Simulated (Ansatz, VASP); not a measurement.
Cd: VASP beside Ansatz

```
Cd
1.0
     0.00000    2.21815    2.21815
     2.21815    0.00000    2.21815
     2.21815    2.21815    0.00000
Cd
1
Direct
  0.00000 0.00000 0.00000
```

Alike in both runs: task single point; functional RPBE; dispersion D4; k mesh 10 × 10 × 10; occupations fermi-dirac, width 0.15 eV; no spin polarisation.

```csv
,VASP,Ansatz
version,VASP 6.6.1,Ansatz 0.2.0
potentials or method,"VASP PAW PBE potentials, release 64 (Cd), cutoff 500 eV","all-electron LAPW, non-relativistic"
```

Ansatz gave:

- gap on the k mesh at the Fermi level (eV): none
- pressure (GPa): 2.3

Task: What did VASP give for the same quantities?

Result: gap on the k mesh at the Fermi level (eV): none; pressure (GPa): -0.1.

VASP's potentials were made for PBE, not for RPBE. A gap of «none» marks a metal or a gap that the smearing closes. Ansatz ran all-electron here, and VASP with PAW potentials.
